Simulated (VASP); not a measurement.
# Si3N4 (Pm-3m) in VASP: notebook

Si3N4 is run at these levels: PBE; tasks: single point, relaxation of cell and atoms.

Everything below comes from runs of VASP 6.6.1. Logs are shortened: lines on timing, memory, paths and dates and some standing lists are left out, and cuts for length are marked.

**1. The cell of the first run**

Symmetry: Pm-3m, No. 221, cubic system. The conventional cell has a = 3.824 Å, b = 3.824 Å, c = 3.824 Å, α = 90.00°, β = 90.00°, γ = 90.00°. Within 2.5 Å of Si (site symmetry 4/mmm) lie 6 N at 1.91 Å. Within 2.5 Å of N (site symmetry m-3m) lie 6 Si at 1.91 Å. Within 2.5 Å of N (site symmetry 4/mmm) lie 4 Si at 1.91 Å.

**2. Single point, PBE**

INCAR

```
SYSTEM = Si3N4
PREC = Accurate
ENCUT = 520
EDIFF = 1E-7
ISMEAR = 0
SIGMA = 0.1
LREAL = .False.
LASPH = .True.
NELM = 60
ALGO = Normal
ISIF = 2
LWAVE = .False.
LCHARG = .False.
GGA = PE
NBANDS = 25
```

KPOINTS

```
regular mesh
0
Gamma
  4 4 4
  0 0 0
```

POSCAR

```
Si3N4
1.0
    3.8236709560      0.0000000000      0.0000000000
    0.0000000000      3.8236709560      0.0000000000
    0.0000000000      0.0000000000      3.8236709560
Si N
3 4
Direct
    0.5000000000      0.5000000000      0.0000000000
    0.0000000000      0.5000000000      0.5000000000
    0.5000000000      0.0000000000      0.5000000000
    0.5000000000      0.5000000000      0.5000000000
    0.5000000000      0.0000000000      0.0000000000
    0.0000000000      0.5000000000      0.0000000000
    0.0000000000      0.0000000000      0.5000000000
```

Potentials or basis: VASP PAW PBE potentials, release 64 (Si, N).

The run is started by

```bash
$ cat potpaw_PBE.64/Si/POTCAR potpaw_PBE.64/N/POTCAR > POTCAR
$ mpirun -np 1 vasp_std > vasp.out
```

OUTCAR:

```text
SYSTEM = Si3N4
   PREC = Accurate
   ENCUT = 520
   EDIFF = 1E-7
   ISMEAR = 0
   LREAL = .False.
   LASPH = .True.
   NELM = 60
   ISIF = 2
   GGA = PE

 ion  position               nearest neighbor table
   1  0.500  0.500  0.000-   4 1.91   5 1.91   6 1.91   4 1.91   5 1.91   6 1.91   3 2.70   3 2.70
                             3 2.70   2 2.70   3 2.70   2 2.70   2 2.70   2 2.70
   2  0.000  0.500  0.500-   4 1.91   6 1.91   7 1.91   6 1.91   7 1.91   4 1.91   3 2.70   3 2.70
                             1 2.70   1 2.70   3 2.70   1 2.70   1 2.70   3 2.70
   3  0.500  0.000  0.500-   4 1.91   5 1.91   7 1.91   5 1.91   4 1.91   7 1.91   2 2.70   1 2.70
                             2 2.70   1 2.70   1 2.70   2 2.70   1 2.70   2 2.70
   4  0.500  0.500  0.500-   1 1.91   2 1.91   3 1.91   1 1.91   3 1.91   2 1.91
   5  0.500  0.000  0.000-   1 1.91   3 1.91   3 1.91   1 1.91
   6  0.000  0.500  0.000-   1 1.91   2 1.91   2 1.91   1 1.91
   7  0.000  0.000  0.500-   2 1.91   3 1.91   2 1.91   3 1.91

  LATTYP: Found a simple cubic cell.
 ALAT       =     3.8236709560

  Lattice vectors:

 A1 = (   3.8236709560,   0.0000000000,   0.0000000000)
 A2 = (   0.0000000000,   3.8236709560,   0.0000000000)
 A3 = (   0.0000000000,   0.0000000000,   3.8236709560)

Analysis of symmetry for initial positions (statically):
=====================================================================
 Subroutine PRICEL returns:
 Original cell was already a primitive cell.

 Routine SETGRP: Setting up the symmetry group for a
 simple cubic supercell.

 Subroutine GETGRP returns: Found 48 space group operations
 (whereof 48 operations were pure point group operations)
 out of a pool of 48 trial point group operations.

The static configuration has the point symmetry O_h .

Analysis of symmetry for dynamics (positions and initial velocities):
=====================================================================
 Subroutine PRICEL returns:
 Original cell was already a primitive cell.

 Routine SETGRP: Setting up the symmetry group for a
 simple cubic supercell.

 Subroutine GETGRP returns: Found 48 space group operations
 (whereof 48 operations were pure point group operations)
 out of a pool of 48 trial point group operations.

The dynamic configuration has the point symmetry O_h .

 Subroutine INISYM returns: Found 48 space group operations
[... 93 lines left out ...]
   LREAL  =      F    real-space projection
   EDIFFG = 0.1E-05   stopping-criterion for IOM
   NSW    =      0    number of steps for IOM
   IBRION =     -1    ionic relax: 0-MD 1-quasi-New 2-CG
   NFREE  =      0    steps in history (QN), initial steepest desc. (CG)
   ISIF   =      2    stress and relaxation
   ISYM   =      2    0-nonsym 1-usesym 2-fastsym
   POTIM  = 0.5000    time-step for ionic-motion
   TEBEG  =    0.0;   TEEND  =   0.0 temperature during run
   PSTRESS=    0.0 pullay stress
   NELECT =      32.0000    total number of electrons
   NUPDOWN=      -1.0000    fix difference up-down
   EMIN   =  10.00;   EMAX   =-10.00  energy-range for DOS
   EFERMI =   0.00;   METHOD = LEGACY
   ISMEAR =     0;   SIGMA  =   0.10  broadening in eV -4-tet -1-fermi 0-gaus
   EFERMI_NEDOS =   21; number of points for ismear=-14 and -15
   IALGO  =     38    algorithm
   IMIX   =      4    mixing-type and parameters
     AMIX     =   0.40;   BMIX     =  1.00
     AMIX_MAG =   1.60;   BMIX_MAG =  1.00
  volume/ion in A,a.u.               =       7.99        53.89
  Fermi-wavevector in a.u.,A,eV,Ry     =   1.359286  2.568679 25.138935  1.847660
  Thomas-Fermi vector in A             =   2.486047
   LORBIT       =      0    0 simple, 1 ext, 2 COOP (PROOUT), +10 PAW based schemes
   GGA     = PE    functional components
   LHFCALC =     F    Hartree Fock is set to
   AEXX    =    0.0000 exact exchange contribution
   IVDW    =     0    specifies the selected vdW correction
   LEPSILON=     F    determine dielectric tensor
   LRPA    =     F    only Hartree local field effects (RPA)
 non-spin polarized calculation
 Gauss-broadening in eV      SIGMA  =   0.10
  energy-cutoff  :      520.00
  volume of cell :       55.90
 maximum number of plane-waves:      1516
   NGX = 15   NGY = 15   NGZ = 15

 number of electron      32.0000007 magnetization

 Free energy of the ion-electron system (eV)
  ---------------------------------------------------
  ext. energy  EPLUGINS =         0.00000000
  ---------------------------------------------------
  free energy    TOTEN  =       -49.73941995 eV

  energy without entropy =      -49.73512010  energy(sigma->0) =      -49.73727003

 E-fermi :  12.2600     XC(G=0): -12.6094

 val. band max:       12.1668731792   @ k =   0.5000   0.5000   0.2500
 cond. band min:      12.3190099467   @ k =   0.5000   0.5000   0.5000
 fundamental gap:      0.1521367675
 Fermi energy:        12.2600199998

 k-point     1 :       0.0000    0.0000    0.0000
  band No.  band energies     occupation
      1     -10.2106      2.00000
      2      -4.3141      2.00000
      3      -3.0519      2.00000
      4      -3.0519      2.00000
      5       0.3544      2.00000
      6       0.3544      2.00000
[... 269 lines left out ...]
     24      18.7313      0.00000
     25      18.7313      0.00000

------------------------ aborting loop because EDIFF is reached ----------------------------------------

  FORCE on cell =-STRESS in cart. coord.  units (eV):
  Direction    XX          YY          ZZ          XY          YZ          ZX
  --------------------------------------------------------------------------------------
  -------------------------------------------------------------------------------------
  Total        0.0103877      0.0103877      0.0103877     -0.0000000      0.0000000     -0.0000000
  in kB        0.2977074      0.2977074      0.2977074     -0.0000000      0.0000000     -0.0000000
  external PRESSURE =       0.2977074 kB  Pullay stress =       0.0000000 kB

 VOLUME and BASIS-vectors are now :
 -----------------------------------------------------------------------------
  energy-cutoff  :      520.00
  volume of cell :       55.90
      direct lattice vectors                 reciprocal lattice vectors
     3.823670956  0.000000000  0.000000000     0.261528780  0.000000000  0.000000000
     0.000000000  3.823670956  0.000000000     0.000000000  0.261528780  0.000000000
     0.000000000  0.000000000  3.823670956     0.000000000  0.000000000  0.261528780

 POSITION                                       TOTAL-FORCE (eV/Angst)
 -----------------------------------------------------------------------------------
      1.91184      1.91184      0.00000         0.000000      0.000000      0.000000
      0.00000      1.91184      1.91184         0.000000      0.000000      0.000000
      1.91184      0.00000      1.91184         0.000000      0.000000      0.000000
      1.91184      1.91184      1.91184         0.000000      0.000000      0.000000
      1.91184      0.00000      0.00000         0.000000      0.000000      0.000000
      0.00000      1.91184      0.00000         0.000000      0.000000      0.000000
      0.00000      0.00000      1.91184         0.000000      0.000000      0.000000
 -----------------------------------------------------------------------------------
    total drift:                                0.000000      0.000000     -0.000000

  FREE ENERGIE OF THE ION-ELECTRON SYSTEM (eV)
  ---------------------------------------------------
  free  energy   TOTEN  =       -49.7394199515 eV

  energy  without entropy=      -49.7351201033  energy(sigma->0) =      -49.73727003
```

OSZICAR:

```text
N       E                     dE             d eps       ncg     rms          rms(c)
DAV:   1     0.110296956466E+03    0.11030E+03   -0.16172E+04   500   0.121E+03
DAV:   2    -0.483981664932E+02   -0.15870E+03   -0.14811E+03   664   0.252E+02
DAV:   3    -0.561392130125E+02   -0.77410E+01   -0.76638E+01   645   0.569E+01
DAV:   4    -0.562199474495E+02   -0.80734E-01   -0.80677E-01   639   0.588E+00
DAV:   5    -0.562213637881E+02   -0.14163E-02   -0.14153E-02   663   0.708E-01    0.182E+01
DAV:   6    -0.497115388753E+02    0.65098E+01   -0.19641E+01   620   0.249E+01    0.770E+00
DAV:   7    -0.497504490728E+02   -0.38910E-01   -0.14101E+00   641   0.745E+00    0.397E+00
DAV:   8    -0.497425294867E+02    0.79196E-02   -0.14114E-01   618   0.229E+00    0.112E+00
DAV:   9    -0.497391895817E+02    0.33399E-02   -0.27396E-02   634   0.133E+00    0.374E-01
DAV:  10    -0.497393109532E+02   -0.12137E-03   -0.44801E-03   592   0.473E-01    0.176E-01
DAV:  11    -0.497394289497E+02   -0.11800E-03   -0.98782E-04   637   0.219E-01    0.786E-02
DAV:  12    -0.497394204706E+02    0.84791E-05   -0.14413E-04   603   0.894E-02    0.183E-02
DAV:  13    -0.497394207466E+02   -0.27598E-06   -0.16376E-05   640   0.246E-02    0.101E-02
DAV:  14    -0.497394201858E+02    0.56077E-06   -0.17738E-06   610   0.835E-03    0.320E-03
DAV:  15    -0.497394199537E+02    0.23212E-06   -0.16743E-07   506   0.341E-03    0.139E-03
DAV:  16    -0.497394199515E+02    0.22324E-08   -0.11481E-07   434   0.222E-03
   1 F= -.49739420E+02 E0= -.49737270E+02  d E =-.429985E-02
```

It took 6.8 s on 1 thread of Intel Xeon 6975P-C (Granite Rapids), shared host; peak memory 0.15 GiB.

What came out:

| Property | Result |
| --- | --- |
| Free energy | -49.7394 eV |
| Pressure | 0.0 GPa |
| Band gap on the k mesh | zero (band 16 reaches 12.32 eV, above the bottom of band 17 at 11.72 eV) |

Levels at points of the mesh, in eV from the Fermi level:
| k point | band 12 | band 13 | band 14 | band 15 | band 16 | band 17 | band 18 | band 19 | band 20 | band 21 |
| --- | --- | --- | --- | --- | --- | --- | --- | --- | --- | --- |
| (0.00, 0.00, 0.00) | -5.44 | -5.44 | -1.53 | -1.53 | -0.54 | -0.54 | -0.54 | 2.27 | 2.93 | 2.93 |
| (0.50, 0.00, 0.00) | -5.35 | -5.35 | -2.75 | -1.55 | -1.55 | 3.11 | 3.20 | 3.53 | 3.86 | 7.69 |
| (0.50, 0.50, 0.00) | -4.55 | -4.55 | -3.73 | -3.09 | -0.23 | 3.31 | 5.19 | 5.19 | 5.48 | 6.56 |
| (0.50, 0.50, 0.50) | -3.53 | -3.53 | -3.53 | 0.06 | 0.06 | 2.81 | 4.24 | 4.24 | 4.24 | 4.91 |

Caveat: the k points lie up to 0.41 Å⁻¹ apart.

(Part 1 of 2 ends here.)
